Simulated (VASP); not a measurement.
# TiN (Fm-3m) in VASP: notebook, part 3 of 3

VASP 6.6.1. The steps go on from the part before.

**5. Electric field gradients, PBE**

This run uses another cell than the first one, of 9.56 Å³/atom, 0.962 times its volume.

Contents of INCAR:

```
ALGO = Normal
EDIFF = 1E-8
ENCUT = 520
GGA = PE
ISIF = 2
ISMEAR = -1
LASPH = True
LCHARG = False
LEFG = True
LREAL = False
LWAVE = False
NBANDS = 16
NELM = 100
PREC = Accurate
SIGMA = 0.05
```

Contents of KPOINTS:

```
k-points
0
Gamma
  6 6 6
```

Contents of POSCAR:

```
TiN
1.0
    0.0000000000      2.1220000000      2.1220000000
    2.1220000000      0.0000000000      2.1220000000
    2.1220000000      2.1220000000      0.0000000000
Ti N
1 1
Direct
    0.0000000000      0.0000000000      0.0000000000
    0.5000000000      0.5000000000      0.5000000000
```

Potentials or basis: VASP PAW PBE potentials, release 64 (Ti_sv, N).

Started as:

```sh
cat potpaw_PBE.64/Ti_sv/POTCAR potpaw_PBE.64/N/POTCAR > POTCAR
mpirun -np 1 vasp_std > vasp.out
```

OUTCAR:

```text
EDIFF = 1E-8
   ENCUT = 520
   GGA = PE
   ISIF = 2
   ISMEAR = -1
   LASPH = True
   LREAL = False
   NELM = 100
   PREC = Accurate

 ion  position               nearest neighbor table
   1  0.000  0.000  0.000-   2 2.12   2 2.12   2 2.12   2 2.12   2 2.12   2 2.12
   2  0.500  0.500  0.500-   1 2.12   1 2.12   1 2.12   1 2.12   1 2.12   1 2.12

  LATTYP: Found a face centered cubic cell.
 ALAT       =     4.2440000000

  Lattice vectors:

 A1 = (   0.0000000000,   2.1220000000,   2.1220000000)
 A2 = (   2.1220000000,   0.0000000000,   2.1220000000)
 A3 = (   2.1220000000,   2.1220000000,   0.0000000000)

Analysis of symmetry for initial positions (statically):
=====================================================================
 Subroutine PRICEL returns:
 Original cell was already a primitive cell.

 Routine SETGRP: Setting up the symmetry group for a
 face centered cubic supercell.

[... 482 lines left out ...]
      direct lattice vectors                 reciprocal lattice vectors
     0.000000000  2.122000000  2.122000000    -0.235626767  0.235626767  0.235626767
     2.122000000  0.000000000  2.122000000     0.235626767 -0.235626767  0.235626767
     2.122000000  2.122000000  0.000000000     0.235626767  0.235626767 -0.235626767

 POSITION                                       TOTAL-FORCE (eV/Angst)
 -----------------------------------------------------------------------------------
      0.00000      0.00000      0.00000         0.000000      0.000000     -0.000000
      2.12200      2.12200      2.12200        -0.000000      0.000000      0.000000
 -----------------------------------------------------------------------------------
    total drift:                                0.000000     -0.000000     -0.000000

  FREE ENERGIE OF THE ION-ELECTRON SYSTEM (eV)
  ---------------------------------------------------
  free  energy   TOTEN  =       -19.6508374240 eV

  energy  without entropy=      -19.6427430941  energy(sigma->0) =      -19.64679026

 Electric field gradients (V/A^2)
---------------------------------------------------------------------
 ion       V_xx      V_yy      V_zz      V_xy      V_xz      V_yz
---------------------------------------------------------------------
   1       0.000    -0.000    -0.000     0.001     0.001     0.001
   2      -0.000     0.000    -0.000    -0.001    -0.001    -0.001
---------------------------------------------------------------------

 Electric field gradients after diagonalization (V/A^2)
 (convention: |V_zz| > |V_xx| > |V_yy|)
----------------------------------------------------------------------
 ion       V_xx      V_yy      V_zz     asymmetry (V_yy - V_xx)/ V_zz
----------------------------------------------------------------------
   1      -0.001    -0.001     0.002       0.000
   2       0.001     0.001    -0.001       0.000
----------------------------------------------------------------------

           NMR quadrupolar parameters

 Cq : quadrupolar parameter    Cq=e*Q*V_zz/h
 eta: asymmetry parameters     (V_yy - V_xx)/ V_zz
 Q  : nuclear electric quadrupole moment in mb (millibarn)
----------------------------------------------------------------------
 ion       Cq(MHz)       eta       Q (mb)
----------------------------------------------------------------------
   1       0.000       0.000       1.000
   2      -0.000       0.000       1.000
----------------------------------------------------------------------
```

OSZICAR:

```text
N       E                     dE             d eps       ncg     rms          rms(c)
DAV:   1     0.134623563606E+03    0.13462E+03   -0.83841E+03   512   0.125E+03
DAV:   2    -0.167710310337E+02   -0.15139E+03   -0.14101E+03   576   0.348E+02
DAV:   3    -0.246810191343E+02   -0.79100E+01   -0.78624E+01   656   0.819E+01
DAV:   4    -0.248476886979E+02   -0.16667E+00   -0.16640E+00   616   0.112E+01
DAV:   5    -0.248525739901E+02   -0.48853E-02   -0.48853E-02   600   0.163E+00    0.181E+01
DAV:   6    -0.200291384090E+02    0.48234E+01   -0.13021E+01   656   0.533E+01    0.686E+00
DAV:   7    -0.196980424153E+02    0.33110E+00   -0.15552E+00   608   0.161E+01    0.490E+00
DAV:   8    -0.199526397467E+02   -0.25460E+00   -0.11346E+00   680   0.160E+01    0.611E+00
DAV:   9    -0.196606094608E+02    0.29203E+00   -0.36345E-01   568   0.960E+00    0.155E+00
DAV:  10    -0.196535530645E+02    0.70564E-02   -0.35669E-02   608   0.208E+00    0.396E-01
DAV:  11    -0.196509242338E+02    0.26288E-02   -0.42351E-03   696   0.755E-01    0.184E-01
DAV:  12    -0.196508645409E+02    0.59693E-04   -0.36960E-04   608   0.183E-01    0.643E-02
DAV:  13    -0.196508401280E+02    0.24413E-04   -0.90175E-05   640   0.143E-01    0.190E-02
DAV:  14    -0.196508377934E+02    0.23347E-05   -0.73879E-06   552   0.299E-02    0.828E-03
DAV:  15    -0.196508374431E+02    0.35029E-06   -0.11741E-06   648   0.755E-03    0.570E-03
DAV:  16    -0.196508374277E+02    0.15336E-07   -0.26439E-07   616   0.634E-03    0.302E-04
DAV:  17    -0.196508374240E+02    0.37203E-08   -0.53320E-09   400   0.778E-04
   1 F= -.19650837E+02 E0= -.19646790E+02  d E =-.809433E-02
```

Wall time 6.1 s (1 thread of Intel Xeon 6975P-C (Granite Rapids), shared host); peak memory 0.13 GiB.

What came out:

| Property | Result |
| --- | --- |
| Free energy | -19.6508 eV |
| Pressure | 0.9 GPa |

Levels at points of the mesh, in eV from the Fermi level:
| k point | band 5 | band 6 | band 7 | band 8 | band 9 | band 10 | band 11 | band 12 |
| --- | --- | --- | --- | --- | --- | --- | --- | --- |
| (0.00, 0.00, 0.00) | -17.01 | -1.96 | -1.96 | -1.96 | -0.56 | -0.56 | -0.56 | 0.63 |
| (0.50, 0.00, 0.00) | -14.56 | -7.99 | -5.39 | -5.39 | 1.73 | 1.73 | 2.41 | 5.78 |
| (0.50, 0.50, 0.00) | -15.60 | -5.75 | -3.15 | -3.15 | -3.00 | 1.69 | 2.43 | 2.43 |

Caveat: the k points lie up to 0.43 Å⁻¹ apart; without QUAD_EFG the Cq values of the log hold for a quadrupole moment of 1 mb, not for the nuclei.

**6. Summary**

| cell | k mesh | gap on the mesh (eV) | pressure (GPa) |
| --- | --- | --- | --- |
| a = 3.040 Å, angles 60.0°, 2 atoms | 13 × 13 × 13 | none | -9.1 |
| a = 3.060 Å, angles 60.0°, 2 atoms | 13 × 13 × 13 | none | -13.4 |
| a = 3.001 Å, angles 60.0°, 2 atoms | 4 × 4 × 4 | none | 1.7 |
| a = 3.001 Å, angles 60.0°, 2 atoms | 6 × 6 × 6 | none | 0.9 |

Alike in all rows: task electric field gradients; level PBE; potentials or basis VASP PAW PBE potentials, release 64 (Ti_sv, N); no spin polarisation; cutoff (eV) 520; smearing fermi-dirac 0.05 eV.

Caveats: some runs use coarse meshes.

Total energies depend on the potentials used, so only differences within one code and one set of settings carry meaning.
